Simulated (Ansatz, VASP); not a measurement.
**Mg3Sc: VASP beside Ansatz**

```xyz
4
Lattice="4.5131 0.0000 0.0000 0.0000 4.5131 0.0000 0.0000 0.0000 4.5131" Properties=species:S:1:pos:R:3 pbc="T T T"
Mg    2.2566    2.2566    0.0000
Mg    0.0000    2.2566    2.2566
Mg    2.2566    0.0000    2.2566
Sc    0.0000    0.0000    0.0000
```

Alike in both runs: task single point; functional LDA; k mesh 5 × 5 × 5; occupations gaussian, width 0.1 eV; no spin polarisation.

```csv
,VASP,Ansatz
version,VASP 6.6.1,Ansatz 0.2.0
potentials or method,"VASP PAW LDA potentials, release 64 (Mg, Sc_sv), cutoff 520 eV","plane waves, PAW"
valence electrons in the cell,17,41
```

|  | VASP | Ansatz | Ansatz less VASP |
| --- | --- | --- | --- |
| pressure (GPa) | -3.1 | -2.9 | +0.25 |

LDA's correlation is that of Perdew and Zunger in VASP and of Perdew and Wang (1992) in Ansatz. VASP's potentials hold 17 valence electrons a cell and Ansatz's 41, so a difference there can come from the potentials and not from the codes.
